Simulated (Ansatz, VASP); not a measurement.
## CaSi2N3: VASP beside Ansatz

```xyz
6
Lattice="5.2050 0.0000 0.0000 -2.6025 4.5076 0.0000 0.0000 0.0000 2.6041" Properties=species:S:1:pos:R:3 pbc="T T T"
Ca    0.0000    0.0000    0.0000
Si    0.0000    3.0051    0.0000
Si    2.6025    1.5025    0.0000
N     2.6025    0.0000    1.3021
N     1.3012    2.2538    1.3021
N    -1.3012    2.2538    1.3021
```

Change from the starting cell: species swapped into the YbCo3B2 type (P6/mmm, No. 191).

Alike in both runs: functional PBE; k mesh 6 × 6 × 6; occupations gaussian, width 0.1 eV; no spin polarisation.

Ansatz relaxed the structure, and its values are those at the end. VASP's run is a single point on that final structure, the one shown.

|  | VASP | Ansatz |
| --- | --- | --- |
| version | VASP 6.6.1 | Ansatz 0.2.0 |
| potentials or method | VASP PAW PBE potentials, release 64 (Ca_sv, Si, N), cutoff 520 eV | scalar-relativistic, plane waves, PAW |
| valence electrons in the cell | 33 | 33 |

Ansatz gave:

| Property | Result |
| --- | --- |
| gap on the k mesh at the Fermi level (eV) | none |
| pressure (GPa) | -0.3 |

**Question.** Which values does VASP return?

**Answer.** gap on the k mesh at the Fermi level (eV): none; pressure (GPa): -0.1.

A gap of «none» marks a metal or a gap that the smearing closes.

The k mesh is coarse, so the values compare programs but aren't converged.
